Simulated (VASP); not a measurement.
# MgCd2Se3 (P3m1) in VASP: notebook

Aim: see how the results for MgCd2Se3 move with the level of theory and the settings. Levels: PBE, r2SCAN. Tasks: relaxation of cell and atoms, single point.

Program: VASP 6.6.1. These are calculated values, not measurements. Logs are shortened: lines on timing, memory, paths and dates and some standing lists are left out, and cuts for length are marked.

## 1. The cell of the first run

It takes space group P3m1 (No. 156, trigonal). The conventional cell has a = 4.134 Å, b = 4.134 Å, c = 20.234 Å, α = 90.00°, β = 90.00°, γ = 120.00°. Within 3.3 Å of Mg (site symmetry 3m) lie 4 Se at 2.53 to 2.54 Å. Mg (site symmetry 3m) has 4 Se at 2.53 to 2.54 Å within 3.3 Å. Within 3.3 Å of Cd (site symmetry 3m) lie 4 Se at 2.53 to 2.54 Å. Cd (site symmetry 3m) has 4 Se at 2.53 to 2.54 Å within 3.3 Å. Cd (site symmetry 3m) has 4 Se at 2.53 to 2.54 Å within 3.3 Å. Cd (site symmetry 3m) has 4 Se at 2.53 to 2.54 Å within 3.3 Å. Se (site symmetry 3m) has 4 Mg at 2.53 to 2.54 Å within 3.3 Å. Se (site symmetry 3m) has 4 Cd at 2.53 to 2.54 Å within 3.3 Å.

## 2. Relaxation of cell and atoms, PBE

The input, INCAR:

```
PREC = Accurate ; ENCUT = 600
EDIFF = 1E-6 ; ISMEAR = 0
SIGMA = 0.1 ; LREAL = False
LASPH = True ; NELM = 100
ALGO = Normal ; ISIF = 3
LWAVE = False ; LCHARG = False
GGA = PE ; IBRION = 2
NSW = 90 ; EDIFFG = -0.04
```

The input, KPOINTS:

```
Automatic mesh
0
Gamma
  6 6 1
```

The input, POSCAR:

```
MgCd2Se3
1.0
    4.1344372500      0.0000000000      0.0000000000
   -2.0672186300      3.5805276900      0.0000000000
    0.0000000000      0.0000000000     20.2337240500
Mg Cd Se
2 4 6
Direct
    0.6666666700      0.3333333300      0.1666511200
    0.3333333300      0.6666666700      0.3333177900
    0.6666666700      0.3333333300      0.4999844500
    0.6666666700      0.3333333300      0.8333177900
    0.3333333300      0.6666666700      0.6666511200
    0.3333333300      0.6666666700      0.9999844500
    0.6666666700      0.3333333300      0.2919688800
    0.6666666700      0.3333333300      0.6253022200
    0.6666666700      0.3333333300      0.9586355500
    0.3333333300      0.6666666700      0.1253022200
    0.3333333300      0.6666666700      0.4586355500
    0.3333333300      0.6666666700      0.7919688800
```

Potentials or basis: VASP PAW PBE potentials, release 64 (Mg, Cd, Se).

On the command line:

```console
$ cat potpaw_PBE.64/Mg/POTCAR potpaw_PBE.64/Cd/POTCAR potpaw_PBE.64/Se/POTCAR > POTCAR
$ mpirun -np 1 vasp_std > vasp.out
```

OUTCAR:

```text
PREC = Accurate
   ENCUT = 600
   EDIFF = 1E-6
   ISMEAR = 0
   LREAL = False
   LASPH = True
   NELM = 100
   ISIF = 3
   GGA = PE
   IBRION = 2
   NSW = 90
   EDIFFG = -0.04

 ion  position               nearest neighbor table
   1  0.667  0.333  0.167-  10 2.53  10 2.53  10 2.53   7 2.54
   2  0.333  0.667  0.333-   7 2.53   7 2.53   7 2.53  11 2.54
   3  0.667  0.333  0.500-  11 2.53  11 2.53  11 2.53   8 2.54
   4  0.667  0.333  0.833-  12 2.53  12 2.53  12 2.53   9 2.54
   5  0.333  0.667  0.667-   8 2.53   8 2.53   8 2.53  12 2.54
   6  0.333  0.667  1.000-   9 2.53   9 2.53   9 2.53  10 2.54
   7  0.667  0.333  0.292-   2 2.53   2 2.53   2 2.53   1 2.54
   8  0.667  0.333  0.625-   5 2.53   5 2.53   5 2.53   3 2.54
   9  0.667  0.333  0.959-   6 2.53   6 2.53   6 2.53   4 2.54
  10  0.333  0.667  0.125-   1 2.53   1 2.53   1 2.53   6 2.54
  11  0.333  0.667  0.459-   3 2.53   3 2.53   3 2.53   2 2.54
  12  0.333  0.667  0.792-   4 2.53   4 2.53   4 2.53   5 2.54

  LATTYP: Found a hexagonal cell.
 ALAT       =     4.1344372500
 C/A-ratio  =     4.8939487593

  Lattice vectors:

 A1 = (   4.1344372500,   0.0000000000,   0.0000000000)
 A2 = (  -2.0672186300,   3.5805276900,   0.0000000000)
 A3 = (   0.0000000000,   0.0000000000,  20.2337240500)

Analysis of symmetry for initial positions (statically):
=====================================================================
 Subroutine PRICEL returns:
 Original cell was already a primitive cell.

 Routine SETGRP: Setting up the symmetry group for a
 hexagonal supercell.

 Subroutine GETGRP returns: Found  6 space group operations
 (whereof  6 operations were pure point group operations)
 out of a pool of 24 trial point group operations.

The static configuration has the point symmetry C_3v.

Analysis of symmetry for dynamics (positions and initial velocities):
=====================================================================
 Subroutine PRICEL returns:
 Original cell was already a primitive cell.

 Routine SETGRP: Setting up the symmetry group for a
 hexagonal supercell.

 Subroutine GETGRP returns: Found  6 space group operations
 (whereof  6 operations were pure point group operations)
 out of a pool of 24 trial point group operations.

The dynamic configuration has the point symmetry C_3v.

 Subroutine INISYM returns: Found  6 space group operations
 (whereof  6 operations are pure point group operations),
 and found     1 'primitive' translations

----------------------------------------------------------------------------------------

                                     Primitive cell

  volume of cell :     299.5293

  direct lattice vectors                    reciprocal lattice vectors
     4.134437250  0.000000000  0.000000000     0.241870886  0.139644221  0.000000000
    -2.067218630  3.580527690  0.000000000     0.000000000  0.279288442  0.000000000
     0.000000000  0.000000000 20.233724050     0.000000000  0.000000000  0.049422439

  length of vectors
     4.134437250  4.134437253 20.233724050     0.279288442  0.279288442  0.049422439

  position of ions in fractional coordinates (direct lattice)
     0.666666670  0.333333330  0.166651120
     0.333333330  0.666666670  0.333317790
     0.666666670  0.333333330  0.499984450
     0.666666670  0.333333330  0.833317790
     0.333333330  0.666666670  0.666651120
     0.333333330  0.666666670  0.999984450
     0.666666670  0.333333330  0.291968880
     0.666666670  0.333333330  0.625302220
     0.666666670  0.333333330  0.958635550
     0.333333330  0.666666670  0.125302220
     0.333333330  0.666666670  0.458635550
     0.333333330  0.666666670  0.791968880

  ion indices of the primitive-cell ions
   primitive index   ion index
                 1           1
                 2           2
                 3           3
                 4           4
                 5           5
                 6           6
                 7           7
                 8           8
                 9           9
                10          10
                11          11
                12          12

----------------------------------------------------------------------------------------

 KPOINTS: Automatic mesh

Automatic generation of k-mesh.
 Grid dimensions read from file:
 generate k-points for:    6    6    1

 Generating k-lattice:

  Cartesian coordinates                     Fractional coordinates (reciprocal lattice)
     0.040311814  0.023274037  0.000000000     0.166666667  0.000000000  0.000000000
     0.000000000  0.046548074  0.000000000     0.000000000  0.166666667  0.000000000
     0.000000000  0.000000000  0.049422439     0.000000000  0.000000000  1.000000000

  Length of vectors
     0.046548074  0.046548074  0.049422439

  Shift w.r.t. Gamma in fractional coordinates (k-lattice)
     0.000000000  0.000000000  0.000000000

 Subroutine IBZKPT returns following result:
 ===========================================

 Found      7 irreducible k-points:

 Following reciprocal coordinates:
            Coordinates               Weight
  0.000000  0.000000  0.000000      1.000000
  0.166667  0.000000  0.000000      6.000000
  0.333333  0.000000  0.000000      6.000000
  0.500000  0.000000  0.000000      3.000000
  0.166667  0.166667  0.000000      6.000000
  0.333333  0.166667  0.000000     12.000000
  0.333333  0.333333  0.000000      2.000000
   k-points           NKPTS =      7   k-points in BZ     NKDIM =      7   number of bands    NBANDS=     52
   number of dos      NEDOS =    301   number of ions     NIONS =     12
   total plane-waves  NPLWV = 209952
   dimension x,y,z NGX =    36 NGY =   36 NGZ =  162
   dimension x,y,z NGXF=    72 NGYF=   72 NGZF=  324
   ions per type =               2   4   6
   NGX,Y,Z   is equivalent  to a cutoff of  14.48, 14.48, 13.31 a.u.
   NGXF,Y,Z  is equivalent  to a cutoff of  28.95, 28.95, 26.62 a.u.
 SYSTEM =  unknown system
   PREC   = accura    normal or accurate (medium, high low for compatibility)
   ISTART =      0    job   : 0-new  1-cont  2-samecut
   ICHARG =      2    charge: 1-file 2-atom 10-const
   ISPIN  =      1    spin polarized calculation?
   LNONCOLLINEAR =      F non collinear calculations
   LSORBIT =      F    spin-orbit coupling
   LASPH  =      T    aspherical Exc in radial PAW
   ENCUT  =  600.0 eV  44.10 Ry    6.64 a.u.   8.26  8.26 40.41*2*pi/ulx,y,z
   NELM   =    100;   NELMIN=  2; NELMDL= -5     # of ELM steps
   EDIFF  = 0.1E-05   stopping-criterion for ELM
   LREAL  =      F    real-space projection
   EDIFFG = -.4E-01   stopping-criterion for IOM
   NSW    =     90    number of steps for IOM
   IBRION =      2    ionic relax: 0-MD 1-quasi-New 2-CG
   NFREE  =      1    steps in history (QN), initial steepest desc. (CG)
   ISIF   =      3    stress and relaxation
   ISYM   =      2    0-nonsym 1-usesym 2-fastsym
   POTIM  = 0.5000    time-step for ionic-motion
   TEBEG  =    0.0;   TEEND  =   0.0 temperature during run
   PSTRESS=    0.0 pullay stress
   NELECT =      88.0000    total number of electrons
   NUPDOWN=      -1.0000    fix difference up-down
   EMIN   =  10.00;   EMAX   =-10.00  energy-range for DOS
   EFERMI =   0.00;   METHOD = LEGACY
   ISMEAR =     0;   SIGMA  =   0.10  broadening in eV -4-tet -1-fermi 0-gaus
   EFERMI_NEDOS =   21; number of points for ismear=-14 and -15
   IALGO  =     38    algorithm
   IMIX   =      4    mixing-type and parameters
     AMIX     =   0.40;   BMIX     =  1.00
     AMIX_MAG =   1.60;   BMIX_MAG =  1.00
  volume/ion in A,a.u.               =      24.96       168.44
  Fermi-wavevector in a.u.,A,eV,Ry     =   1.088318  2.056624 16.115243  1.184437
  Thomas-Fermi vector in A             =   2.224497
   LORBIT       =      0    0 simple, 1 ext, 2 COOP (PROOUT), +10 PAW based schemes
   GGA     = PE    functional components
   LHFCALC =     F    Hartree Fock is set to
   AEXX    =    0.0000 exact exchange contribution
   IVDW    =     0    specifies the selected vdW correction
   LEPSILON=     F    determine dielectric tensor
   LRPA    =     F    only Hartree local field effects (RPA)
 conjugate gradient relaxation of ions
 non-spin polarized calculation
 Gauss-broadening in eV      SIGMA  =   0.10
  energy-cutoff  :      600.00
  volume of cell :      299.53
 maximum number of plane-waves:     10047
 NGX is ok and might be reduce to    36
   NGX = 17   NGY = 17   NGZ = 81

--------------------------------------- Ionic step        1  -------------------------------------------

 number of electron      88.0000015 magnetization

 Free energy of the ion-electron system (eV)
  ---------------------------------------------------
  ext. energy  EPLUGINS =         0.00000000
  ---------------------------------------------------
  free energy    TOTEN  =       -35.64415307 eV

  energy without entropy =      -35.64415307  energy(sigma->0) =      -35.64415307

------------------------ aborting loop because EDIFF is reached ----------------------------------------

  FORCE on cell =-STRESS in cart. coord.  units (eV):
  Direction    XX          YY          ZZ          XY          YZ          ZX
  --------------------------------------------------------------------------------------
  -------------------------------------------------------------------------------------
  Total       17.9063298     17.9063298     17.6564792     -0.0000000      0.0000000      0.0000000
  in kB       95.7806760     95.7806761     94.4442288     -0.0000001      0.0000000      0.0000000
  external PRESSURE =      95.3351936 kB  Pullay stress =       0.0000000 kB
[... 119 lines left out ...]
  FREE ENERGIE OF THE ION-ELECTRON SYSTEM (eV)
  ---------------------------------------------------
  free  energy   TOTEN  =       -36.9249089803 eV

  energy  without entropy=      -36.9249089803  energy(sigma->0) =      -36.92490898

[... ionic steps 4 to 13 ...]

--------------------------------------- Ionic step       14  -------------------------------------------

 number of electron      88.0000000 magnetization

------------------------ aborting loop because EDIFF is reached ----------------------------------------

  FORCE on cell =-STRESS in cart. coord.  units (eV):
  Direction    XX          YY          ZZ          XY          YZ          ZX
  --------------------------------------------------------------------------------------
  -------------------------------------------------------------------------------------
  Total        0.0459460      0.0459460      0.0252693     -0.0000000      0.0000000      0.0000000
  in kB        0.2123003      0.2123003      0.1167606     -0.0000000      0.0000000      0.0000000
  external PRESSURE =       0.1804537 kB  Pullay stress =       0.0000000 kB
[... 77 lines left out ...]
  energy  without entropy=      -36.9823034027  energy(sigma->0) =      -36.98230340

--------------------------------------- Ionic step       16  -------------------------------------------

 number of electron      88.0000004 magnetization

 Free energy of the ion-electron system (eV)
  ---------------------------------------------------
  ext. energy  EPLUGINS =         0.00000000
  ---------------------------------------------------
  free energy    TOTEN  =       -36.98268324 eV

  energy without entropy =      -36.98268324  energy(sigma->0) =      -36.98268324

 E-fermi :   1.1630     XC(G=0):  -8.4459

 val. band max:        0.7019987392   @ k =   0.0000   0.0000   0.0000
 cond. band min:       1.6026904681   @ k =   0.0000   0.0000   0.0000
 fundamental gap:      0.9006917290
 Fermi energy:         1.1629966565

 k-point     1 :       0.0000    0.0000    0.0000
  band No.  band energies     occupation
      1     -11.5815      2.00000
      2     -11.4769      2.00000
      3     -11.4224      2.00000
      4     -11.3093      2.00000
      5     -11.2478      2.00000
      6     -10.9882      2.00000
[... 413 lines left out ...]
  FREE ENERGIE OF THE ION-ELECTRON SYSTEM (eV)
  ---------------------------------------------------
  free  energy   TOTEN  =       -36.9826832406 eV

  energy  without entropy=      -36.9826832406  energy(sigma->0) =      -36.98268324

 reached required accuracy - stopping structural energy minimisation
```

Wall time 55 min (1 thread of Intel Xeon 8259CL, shared host); peak memory 0.59 GiB.

Results:

```yaml
Free_energy: -36.9827 eV
Relaxed_volume: 28.90 Å³/atom
Relaxed_cell: a = 4.348 Å, b = 4.348 Å, c = 21.182 Å, α = 90.00°, β = 90.00°, γ = 120.00°
Space_group_after_relaxing_to_0.1_Å: P3m1 (No. 156)
Energy_gained_by_relaxing: 111.5 meV/atom
Ionic_steps: 16
Pressure_after_relaxing: 0.0 GPa
Largest_force_after_relaxing: 0.022 eV/Å
Band_gap_on_the_k_mesh: 0.90 eV
```

Forces in eV/Å, atoms in the order of the input:
```
Mg   0.000  0.000 -0.001
Mg   0.000  0.000  0.005
Cd   0.000  0.000 -0.022
Cd   0.000  0.000  0.020
Cd   0.000  0.000 -0.007
Cd   0.000  0.000  0.015
Se   0.000  0.000  0.000
Se   0.000  0.000  0.015
Se   0.000  0.000 -0.015
Se   0.000  0.000 -0.010
Se   0.000  0.000  0.005
Se   0.000  0.000 -0.004
```

The path:
```tsv
step	energy change (eV)	largest force (eV/Å)	pressure (GPa)	volume (Å³)
1	0.0000	0.7630	9.53	299.53
2	-1.1293	0.1499	-2.29	368.64
3	-1.2808	0.2618	0.01	347.90
4	-1.2807	0.2547	-0.12	348.91
5	-1.2882	0.2033	-0.11	348.72
6	-1.3045	0.1607	-0.07	348.13
7	-1.3083	0.3065	0.03	346.95
8	-1.3114	0.1898	-0.02	347.42
9	-1.3196	0.1299	0.02	347.06
10	-1.3282	0.1264	0.12	346.16
11	-1.3320	0.0956	-0.07	347.57
12	-1.3331	0.0926	-0.23	348.82
13	-1.3360	0.0767	-0.14	348.07
14	-1.3381	0.0494	0.02	346.74
15	-1.3382	0.0481	0.03	346.65
16	-1.3385	0.0224	0.01	346.76
```

Final structure:
```yaml
crystal:
  lattice:
    - [4.34769, 0.00000, 0.00000]
    - [-2.17384, 3.76521, 0.00000]
    - [0.00000, 0.00000, 21.18246]
  atoms:
    - { symbol: Mg, position: [0.66667, 0.33333, 0.16934] }
    - { symbol: Mg, position: [0.33333, 0.66667, 0.32810] }
    - { symbol: Cd, position: [0.66667, 0.33333, 0.49483] }
    - { symbol: Cd, position: [0.66667, 0.33333, 0.83538] }
    - { symbol: Cd, position: [0.33333, 0.66667, 0.66509] }
    - { symbol: Cd, position: [0.33333, 0.66667, 0.00619] }
    - { symbol: Se, position: [0.66667, 0.33333, 0.29190] }
    - { symbol: Se, position: [0.66667, 0.33333, 0.62170] }
    - { symbol: Se, position: [0.66667, 0.33333, 0.96263] }
    - { symbol: Se, position: [0.33333, 0.66667, 0.13334] }
    - { symbol: Se, position: [0.33333, 0.66667, 0.45105] }
    - { symbol: Se, position: [0.33333, 0.66667, 0.79216] }
```

Caveat: the volume moved by over 15 % at a fixed basis, so the end points are rough.

[end of part 1 of 2]
